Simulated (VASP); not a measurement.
Here is a VASP 6.6.1 calculation.

The input INCAR:

```
PREC     = Accurate       # precision mode
ENCUT    = 500            # plane-wave cutoff, eV
EDIFF    = 1E-6           # SCF threshold, eV
ISMEAR   = -1             # smearing method
SIGMA    = 0.15           # smearing width, eV
LREAL    = False          # projectors in reciprocal space
LASPH    = True           # aspherical terms in the spheres
NELM     = 120            # most SCF steps
ALGO     = Normal         # electronic algorithm
ISIF     = 2              # what is computed and relaxed
LWAVE    = False          # write WAVECAR
LCHARG   = False          # write CHGCAR
GGA      = PE             # functional
NBANDS   = 12             # bands
GGA_COMPAT= False
```

File KPOINTS:

```
Automatic mesh
0
Gamma
  4 4 4
```

File POSCAR:

```
Cd
1.0
    0.0000000000      2.2354948500      2.2354948500
    2.2354948500      0.0000000000      2.2354948500
    2.2354948500      2.2354948500      0.0000000000
Cd
1
Direct
    0.0000000000      0.0000000000      0.0000000000
```

Potentials or basis: VASP PAW PBE potentials, release 64 (Cd).

The run is started by

```bash
$ cat potpaw_PBE.64/Cd/POTCAR > POTCAR
$ mpirun -np 1 vasp_std > vasp.out
```

(1) Estimate the pressure.

(2) Estimate the band gap on the k mesh.

Results:

(1) 0.6 GPa.

(2) zero (band 6 reaches 4.63 eV, above the bottom of band 7 at 1.31 eV).

Caveat: the k points lie up to 0.61 Å⁻¹ apart.
